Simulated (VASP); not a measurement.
ScAl3, 4 atoms in the cell. Symmetry: Amm2, No. 38, orthorhombic system. The conventional cell has a = 4.071 Å, b = 5.758 Å, c = 5.758 Å, α = 90.00°, β = 90.00°, γ = 90.00°. Sc (site symmetry mm2) has 12 Al at 2.86 to 2.90 Å within 3.8 Å. Al (site symmetry m) has 4 Sc at 2.87 to 2.89 Å and 8 Al at 2.88 Å within 3.8 Å. Within 3.8 Å of Al (site symmetry mm2) lie 4 Sc at 2.86 to 2.90 Å and 8 Al at 2.88 Å.  This cell differs from its parent crystal: atom 1 (Sc) moved +0.017 Å along Cartesian [1 -1 0].

| Item | Value |
| --- | --- |
| Program | VASP 6.6.1 |
| Task | single point |
| Functional | PBEsol |
| Potentials or basis | VASP PAW PBE potentials, release 64 (Sc_sv, Al) |
| Cutoff | 520 eV |
| k mesh | 12 × 12 × 12 |
| Occupations | gaussian, width 0.15 eV |
| Spin | no spin polarisation |
| Dipole correction | no |
| Further INCAR settings | ALGO = Fast; EDIFF = 1e-06; NBANDS = 18 |

Potentials or basis: VASP PAW PBE potentials, release 64 (Sc_sv, Al).

The run is started by

```console
$ cat potpaw_PBE.64/Sc_sv/POTCAR potpaw_PBE.64/Al/POTCAR > POTCAR
$ mpirun -np 1 vasp_std > vasp.out
```

Hardware: 1 thread of Intel(R) Xeon(R) Platinum 8488C (Sapphire Rapids), with other jobs on the host.

Problem. Estimate the wall time of this run.

Solution. Run time: 4.7 min on 1 thread of Intel(R) Xeon(R) Platinum 8488C (Sapphire Rapids) (shared host), peak memory 0.43 GiB. Counts: scf iterations 17, k points 301.
